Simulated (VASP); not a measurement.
Input of a VASP 6.6.1 run:

Contents of POSCAR:

```
LiCl
1.0
    0.0000000000      2.5561986890      2.5561986890
    2.5561986890      0.0000000000      2.5561986890
    2.5561986890      2.5561986890      0.0000000000
Li Cl
1 1
Direct
    0.0000000000      0.0000000000      0.0000000000
    0.5000000000      0.5000000000      0.5000000000
```

Contents of INCAR.step1:

```
PREC = Accurate
ENCUT = 830
ISMEAR = 1
SIGMA = 0.05
LREAL = False
LASPH = True
NELM = 120
NBANDS = 12
GGA = PE
ALGO = Normal
EDIFF = 1E-5
LWAVE = True
LCHARG = False
GGA_COMPAT = False
```

Contents of INCAR.step2:

```
PREC = Accurate
ENCUT = 830
EDIFF = 1E-6
ISMEAR = 1
SIGMA = 0.05
LREAL = False
LASPH = True
NELM = 120
ALGO = Normal
ISIF = 2
LWAVE = False
LCHARG = False
METAGGA = R2SCAN
LMIXTAU = True
NBANDS = 12
ISTART = 1
GGA_COMPAT = False
```

The input KPOINTS:

```
Automatic mesh
0
Gamma
  8 8 8
```

Potentials or basis: VASP PAW PBE potentials, release 64 (Li_sv, Cl).

Command:

```bash
$ cat potpaw_PBE.64/Li_sv/POTCAR potpaw_PBE.64/Cl/POTCAR > POTCAR
$ cp INCAR.step1 INCAR
$ mpirun -np 1 vasp_std > vasp.out
$ cp INCAR.step2 INCAR
$ mpirun -np 1 vasp_std > vasp.out
```

(1) What does it give for the band gap on the k mesh?

(2) Estimate the pressure.

Results:

(1) 7.36 eV.

(2) -0.5 GPa.

Caveat: the PAW data sets were made with another functional, which shifts forces and pressure a little.
